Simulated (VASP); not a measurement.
# Co (P6/mmm) in VASP: a series of runs

The runs below take Co through single point, with PBE.

Everything below comes from runs of VASP 6.6.1. Logs are shortened: lines on timing, memory, paths and dates and some standing lists are left out, and cuts for length are marked.

### 1 The cell of the first run

Symmetry: P6/mmm, No. 191, hexagonal system. The conventional cell has a = 2.251 Å, b = 2.251 Å, c = 2.128 Å, α = 90.00°, β = 90.00°, γ = 120.00°. Within 2.8 Å of Co (site symmetry 6/mmm) lie 8 Co at 2.13 to 2.25 Å.

This isn't the form of Co at room conditions, which is hcp.

### 2 Single point, PBE, collinear spin, ferromagnetic start

INCAR

```
  PREC = Accurate
  ENCUT = 520
  EDIFF = 1E-7
  ISMEAR = -1
  SIGMA = 0.05
  LREAL = False
  LASPH = True
  NELM = 150
  ALGO = Normal
  ISIF = 2
  LWAVE = False
  LCHARG = False
  ISPIN = 2
  MAGMOM = 1.7
  LORBIT = 11
  LMAXMIX = 4
  GGA = PE
  NBANDS = 14
```

KPOINTS

```
Automatic mesh
0
Gamma
  20 20 18
```

POSCAR

```
Co
1.0
    2.2509949457      0.0000000000      0.0000000000
   -1.1254974729      1.9494188068      0.0000000000
    0.0000000000      0.0000000000      2.1283096669
Co
1
Direct
    0.0000000000      0.0000000000      0.0000000000
```

Potentials or basis: VASP PAW PBE potentials, release 64 (Co).

Command:

```bash
> cat potpaw_PBE.64/Co/POTCAR > POTCAR
> mpirun -np 1 vasp_std > vasp.out
```

OUTCAR:

```text
PREC = Accurate
   ENCUT = 520
   EDIFF = 1E-7
   ISMEAR = -1
   LREAL = False
   LASPH = True
   NELM = 150
   ISIF = 2
   ISPIN = 2
   LORBIT = 11
   GGA = PE

 ion  position               nearest neighbor table
   1  0.000  0.000  0.000-

  LATTYP: Found a hexagonal cell.
 ALAT       =     2.2509949457
 C/A-ratio  =     0.9454973104

  Lattice vectors:

 A1 = (   2.2509949457,   0.0000000000,   0.0000000000)
 A2 = (  -1.1254974729,   1.9494188068,   0.0000000000)
 A3 = (   0.0000000000,   0.0000000000,   2.1283096669)

Analysis of symmetry for initial positions (statically):
=====================================================================
 Subroutine PRICEL returns:
 Original cell was already a primitive cell.

 Routine SETGRP: Setting up the symmetry group for a
 hexagonal supercell.

 Subroutine GETGRP returns: Found 24 space group operations
 (whereof 24 operations were pure point group operations)
 out of a pool of 24 trial point group operations.

The static configuration has the point symmetry D_6h.

Analysis of symmetry for dynamics (positions and initial velocities):
=====================================================================
 Subroutine PRICEL returns:
 Original cell was already a primitive cell.

 Routine SETGRP: Setting up the symmetry group for a
 hexagonal supercell.

 Subroutine GETGRP returns: Found 24 space group operations
 (whereof 24 operations were pure point group operations)
 out of a pool of 24 trial point group operations.

The dynamic configuration has the point symmetry D_6h.

Analysis of structural, dynamic, and magnetic symmetry:
=====================================================================
 Subroutine PRICEL returns:
 Original cell was already a primitive cell.

 Routine SETGRP: Setting up the symmetry group for a
 hexagonal supercell.

 Subroutine GETGRP returns: Found 24 space group operations
 (whereof 24 operations were pure point group operations)
 out of a pool of 24 trial point group operations.

The overall configuration has the point symmetry D_6h.

 Subroutine INISYM returns: Found 24 space group operations
 (whereof 24 operations are pure point group operations),
 and found     1 'primitive' translations

----------------------------------------------------------------------------------------

                                     Primitive cell

  volume of cell :       9.3393

  direct lattice vectors                    reciprocal lattice vectors
     2.250994946  0.000000000  0.000000000     0.444247999  0.256486702  0.000000000
    -1.125497473  1.949418807  0.000000000     0.000000000  0.512973403  0.000000000
     0.000000000  0.000000000  2.128309667     0.000000000  0.000000000  0.469856438

  length of vectors
     2.250994946  2.250994946  2.128309667     0.512973403  0.512973403  0.469856438

  position of ions in fractional coordinates (direct lattice)
     0.000000000  0.000000000  0.000000000

  ion indices of the primitive-cell ions
   primitive index   ion index
                 1           1

----------------------------------------------------------------------------------------

 KPOINTS: Automatic mesh

Automatic generation of k-mesh.
 Grid dimensions read from file:
 generate k-points for:   20   20   18

 Generating k-lattice:

  Cartesian coordinates                     Fractional coordinates (reciprocal lattice)
     0.022212400  0.012824335  0.000000000     0.050000000 -0.000000000  0.000000000
     0.000000000  0.025648670  0.000000000     0.000000000  0.050000000  0.000000000
     0.000000000  0.000000000  0.026103135     0.000000000  0.000000000  0.055555556

  Length of vectors
     0.025648670  0.025648670  0.026103135

  Shift w.r.t. Gamma in fractional coordinates (k-lattice)
     0.000000000  0.000000000  0.000000000

 Subroutine IBZKPT returns following result:
 ===========================================

 Found    440 irreducible k-points:

 Following reciprocal coordinates:
            Coordinates               Weight
  0.000000  0.000000  0.000000      1.000000
  0.050000  0.000000  0.000000      6.000000
  0.100000  0.000000  0.000000      6.000000
  0.150000 -0.000000  0.000000      6.000000
  0.200000  0.000000  0.000000      6.000000
  0.250000  0.000000  0.000000      6.000000
[... 16 lines left out ...]
  0.200000  0.100000  0.000000     12.000000
  0.250000  0.100000  0.000000     12.000000
 [... further k-points ...]
   k-points           NKPTS =    440   k-points in BZ     NKDIM =    440   number of bands    NBANDS=     14
   number of dos      NEDOS =    301   number of ions     NIONS =      1
   total plane-waves  NPLWV =   5184
   dimension x,y,z NGX =    18 NGY =   18 NGZ =   16
   dimension x,y,z NGXF=    36 NGYF=   36 NGZF=   32
   ions per type =               1
   NGX,Y,Z   is equivalent  to a cutoff of  13.29, 13.29, 12.50 a.u.
   NGXF,Y,Z  is equivalent  to a cutoff of  26.59, 26.59, 25.00 a.u.
 SYSTEM =  unknown system
   PREC   = accura    normal or accurate (medium, high low for compatibility)
   ISTART =      0    job   : 0-new  1-cont  2-samecut
   ICHARG =      2    charge: 1-file 2-atom 10-const
   ISPIN  =      2    spin polarized calculation?
   LNONCOLLINEAR =      F non collinear calculations
   LSORBIT =      F    spin-orbit coupling
   LASPH  =      T    aspherical Exc in radial PAW
   ENCUT  =  520.0 eV  38.22 Ry    6.18 a.u.   4.19  4.19  3.96*2*pi/ulx,y,z
   NELM   =    150;   NELMIN=  2; NELMDL= -5     # of ELM steps
   EDIFF  = 0.1E-06   stopping-criterion for ELM
   LREAL  =      F    real-space projection
   EDIFFG = 0.1E-05   stopping-criterion for IOM
   NSW    =      0    number of steps for IOM
   IBRION =     -1    ionic relax: 0-MD 1-quasi-New 2-CG
   NFREE  =      0    steps in history (QN), initial steepest desc. (CG)
   ISIF   =      2    stress and relaxation
   ISYM   =      2    0-nonsym 1-usesym 2-fastsym
   POTIM  = 0.5000    time-step for ionic-motion
   TEBEG  =    0.0;   TEEND  =   0.0 temperature during run
   PSTRESS=    0.0 pullay stress
   NELECT =       9.0000    total number of electrons
   NUPDOWN=      -1.0000    fix difference up-down
   EMIN   =  10.00;   EMAX   =-10.00  energy-range for DOS
   EFERMI =   0.00;   METHOD = LEGACY
   ISMEAR =    -1;   SIGMA  =   0.05  broadening in eV -4-tet -1-fermi 0-gaus
   EFERMI_NEDOS =   21; number of points for ismear=-14 and -15
   IALGO  =     38    algorithm
   IMIX   =      4    mixing-type and parameters
     AMIX     =   0.40;   BMIX     =  1.00
     AMIX_MAG =   1.60;   BMIX_MAG =  1.00
  volume/ion in A,a.u.               =       9.34        63.02
  Fermi-wavevector in a.u.,A,eV,Ry     =   1.617028  3.055740 35.576230  2.614779
  Thomas-Fermi vector in A             =   2.711519
   LORBIT       =     11    0 simple, 1 ext, 2 COOP (PROOUT), +10 PAW based schemes
   GGA     = PE    functional components
   LHFCALC =     F    Hartree Fock is set to
   AEXX    =    0.0000 exact exchange contribution
   IVDW    =     0    specifies the selected vdW correction
   LEPSILON=     F    determine dielectric tensor
   LRPA    =     F    only Hartree local field effects (RPA)
 spin polarized calculation
  energy-cutoff  :      520.00
  volume of cell :        9.34
 maximum number of plane-waves:       264
 NGX is ok and might be reduce to    18
   NGX =  9   NGY =  9   NGZ =  7

 number of electron       8.9999998 magnetization       1.1106107

 Free energy of the ion-electron system (eV)
  ---------------------------------------------------
  ext. energy  EPLUGINS =         0.00000000
  ---------------------------------------------------
  free energy    TOTEN  =        -6.11098383 eV

  energy without entropy =       -6.09938319  energy(sigma->0) =       -6.10518351

 E-fermi :  12.7678     XC(G=0): -14.2502

 val. band max:       12.7656018191   @ k =   0.4000   0.0000   0.1111
 cond. band min:      12.7685028856   @ k =   0.3500   0.1500   0.2222
 fundamental gap:      0.0029010665
 Fermi energy:        12.7677922668

 spin component 1

 k-point     1 :       0.0000    0.0000    0.0000
  band No.  band energies     occupation
      1       2.8048      1.00000
      2       7.5881      1.00000
      3      10.0383      1.00000
      4      10.0383      1.00000
      5      12.5863      0.97418
      6      12.5863      0.97418
      7      35.3310      0.00000
      8      37.1174      0.00000
      9      41.6355      0.00000
     10      43.2883      0.00000
     11      43.2883      0.00000
     12      45.2434      0.00000
     13      45.2434      0.00000
     14      49.3662      0.00000

 k-point     2 :       0.0500    0.0000    0.0000
  band No.  band energies     occupation
      1       2.9157      1.00000
      2       7.6205      1.00000
      3       9.9808      1.00000
      4      10.1015      1.00000
      5      12.5400      0.98961
      6      12.5780      0.97804
      7      35.4894      0.00000
      8      36.8088      0.00000
      9      41.5555      0.00000
     10      42.0139      0.00000
     11      42.1117      0.00000
     12      46.5087      0.00000
     13      46.6476      0.00000
     14      49.4848      0.00000
[... 343 lines left out ...]
      1       5.5203      1.00000
      2       8.2301      1.00000
      3       9.0620      1.00000
      4      11.6674      1.00000
      5      11.7429      1.00000
      6      12.3581      0.99972
      7      28.9623      0.00000
      8      32.5471      0.00000
      9      39.3556      0.00000
     10      41.6091      0.00000
     11      42.7589      0.00000
     12      49.4727      0.00000
     13      51.1342      0.00000
     14      56.1254      0.00000

 k-point    24 :       0.2500    0.1000    0.0000
  band No.  band energies     occupation
      1       6.2720      1.00000
      2       8.2172      1.00000
      3       9.2298      1.00000
      4      11.4482      1.00000
      5      12.2921      0.99993
      6      12.3151      0.99988
      7      26.5889      0.00000
      8      31.4990      0.00000
      9      40.7469      0.00000
     10      41.6695      0.00000
     11      42.6120      0.00000
     12      49.6817      0.00000
     13      52.5919      0.00000
     14      54.4120      0.00000

 [... further k-points ...]

 spin component 2

 k-point     1 :       0.0000    0.0000    0.0000
  band No.  band energies     occupation
      1       2.9367      1.00000
      2       8.2439      1.00000
      3      10.9917      1.00000
      4      10.9917      1.00000
      5      14.2169      0.00000
      6      14.2169      0.00000
      7      35.6620      0.00000
      8      37.0532      0.00000
      9      41.8015      0.00000
     10      43.7548      0.00000
     11      43.7548      0.00000
     12      45.4536      0.00000
     13      45.4536      0.00000
     14      51.4985      0.00000

 k-point     2 :       0.0500    0.0000    0.0000
  band No.  band energies     occupation
      1       3.0479      1.00000
      2       8.2773      1.00000
      3      10.9281      1.00000
      4      11.0573      1.00000
      5      14.1659      0.00000
      6      14.2080      0.00000
      7      35.8245      0.00000
      8      36.7789      0.00000
      9      41.7589      0.00000
     10      42.3676      0.00000
     11      42.5011      0.00000
     12      46.7956      0.00000
     13      46.8988      0.00000
     14      51.6645      0.00000
[... 343 lines left out ...]
      1       5.6969      1.00000
      2       8.9237      1.00000
      3       9.8575      1.00000
      4      12.7342      0.66175
      5      13.2152      0.00013
      6      13.9715      0.00000
      7      29.3030      0.00000
      8      32.8862      0.00000
      9      39.7566      0.00000
     10      41.6948      0.00000
     11      43.0014      0.00000
     12      50.7102      0.00000
     13      52.4626      0.00000
     14      56.3784      0.00000

 k-point    24 :       0.2500    0.1000    0.0000
  band No.  band energies     occupation
      1       6.5141      1.00000
      2       8.9410      1.00000
      3       9.9183      1.00000
      4      12.9789      0.01446
      5      13.3060      0.00002
      6      13.9006      0.00000
      7      26.9819      0.00000
      8      31.8252      0.00000
      9      41.1585      0.00000
     10      41.7328      0.00000
     11      42.8652      0.00000
     12      51.7886      0.00000
     13      53.0245      0.00000
     14      54.6814      0.00000

 [... further k-points ...]
[... 5 lines left out ...]
  --------------------------------------------------------------------------------------
  -------------------------------------------------------------------------------------
  Total        3.7872106      3.7872106      3.7452578     -0.0000000      0.0000000      0.0000000
  in kB      649.7040086    649.7040086    642.5069278     -0.0000000      0.0000000      0.0000000
  external PRESSURE =     647.3049817 kB  Pullay stress =       0.0000000 kB

 VOLUME and BASIS-vectors are now :
 -----------------------------------------------------------------------------
  energy-cutoff  :      520.00
  volume of cell :        9.34
      direct lattice vectors                 reciprocal lattice vectors
     2.250994946  0.000000000  0.000000000     0.444247999  0.256486702  0.000000000
    -1.125497473  1.949418807  0.000000000     0.000000000  0.512973403  0.000000000
     0.000000000  0.000000000  2.128309667     0.000000000  0.000000000  0.469856438

 POSITION                                       TOTAL-FORCE (eV/Angst)
 -----------------------------------------------------------------------------------
      0.00000      0.00000      0.00000        -0.000000      0.000000      0.000000
 -----------------------------------------------------------------------------------
    total drift:                                0.000000      0.000000      0.000000

  FREE ENERGIE OF THE ION-ELECTRON SYSTEM (eV)
  ---------------------------------------------------
  free  energy   TOTEN  =        -6.1109838270 eV

  energy  without entropy=       -6.0993831863  energy(sigma->0) =       -6.10518351

 total charge

# of ion       s       p       d       tot
------------------------------------------
    1        0.593   0.647   7.495   8.735

 magnetization (x)

# of ion       s       p       d       tot
------------------------------------------
    1        0.006  -0.001   1.095   1.101
```

Wall time 61 s (1 thread of Intel Xeon 6975P-C (Granite Rapids), shared host); peak memory 0.19 GiB.

What came out:

| Item | Value |
| --- | --- |
| Free energy | -6.1110 eV |
| Pressure | 64.7 GPa |
| Net moment | 1.11 μB per cell |
| Site moments | Co +1.10 μB |
| Valence electrons inside the program's atomic spheres | Co 8.73 |

Caveat: the cell stands under pressure.

(Continued in part 2 of 2.)
